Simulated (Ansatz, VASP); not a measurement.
# One calculation of Sn3Se, two programs

```
Sn Se
1.0
     4.74188    0.00000    0.00000
     0.00000    4.74188    0.00000
     0.00000    0.00000    4.74188
Sn Se
3 1
Direct
  0.50000 0.50000 0.00000
  0.50000 0.00000 0.50000
  0.00000 0.50000 0.50000
  0.00000 0.00000 0.00000
```

Alike in both runs: task relaxation of cell and atoms; functional PBEsol; dispersion D4; k mesh 6 × 6 × 6; occupations fermi-dirac, width 0.05 eV; no spin polarisation.

|  | VASP | Ansatz |
| --- | --- | --- |
| version | VASP 6.6.1 | Ansatz 0.2.0 |
| potentials or method | VASP PAW PBE potentials, release 64 (Sn_d, Se) | Ansatz PAW |
| plane-wave cutoff (eV) | 600 | 420 |
| valence electrons in the cell | 48 | 58 |

```tsv
	VASP	Ansatz	Ansatz less VASP
gap on the k mesh at the Fermi level, each at its own relaxed structure (eV)	none	none	-
relaxed volume (Å³/atom)	24.53	24.52	-0.006
relaxed cell length with the largest relative difference (Å)	4.612	4.612	-0.0004
```

VASP's potentials were made for PBE, not for PBEsol. A gap of «none» marks a metal or a gap that the smearing closes. VASP's potentials hold 48 valence electrons a cell and Ansatz's 58, so a difference there can come from the potentials and not from the codes.

Noted on Ansatz's run: the plane-wave basis is chosen anew once the cell has moved, so the energies of steps on either side of that aren't comparable.
